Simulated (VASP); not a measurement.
The system is Al2Cu (Khatyrkite).

```
Cu Al
1.0
    -2.97157    2.97157    2.38872
     2.97157   -2.97157    2.38872
     2.97157    2.97157   -2.38872
Cu Al
2 4
Direct
  0.25000 0.25000 0.00000
  0.75000 0.75000 0.00000
  0.34190 0.15810 0.50000
  0.84190 0.34190 0.18380
  0.65810 0.84190 0.50000
  0.15810 0.65810 0.81620
```

Program: VASP 6.6.1. Alike in all runs: task single point; no spin polarisation; cell as given; k mesh 7 × 7 × 7; cutoff (eV) 520; smearing fermi-dirac 0.05 eV.

Order these runs on this cell by their pressure, lowest first.
A. level PBE; potentials or basis VASP PAW PBE potentials, release 64 (Cu, Al)
B. level LDA; potentials or basis VASP PAW LDA potentials, release 64 (Cu, Al)
C. level r2SCAN; potentials or basis VASP PAW PBE potentials, release 64 (Cu, Al)

B (0.1 GPa), C (2.8 GPa), A (6.9 GPa).

Caveats: the PAW data sets were made with another functional, which shifts forces and pressure a little (some runs).
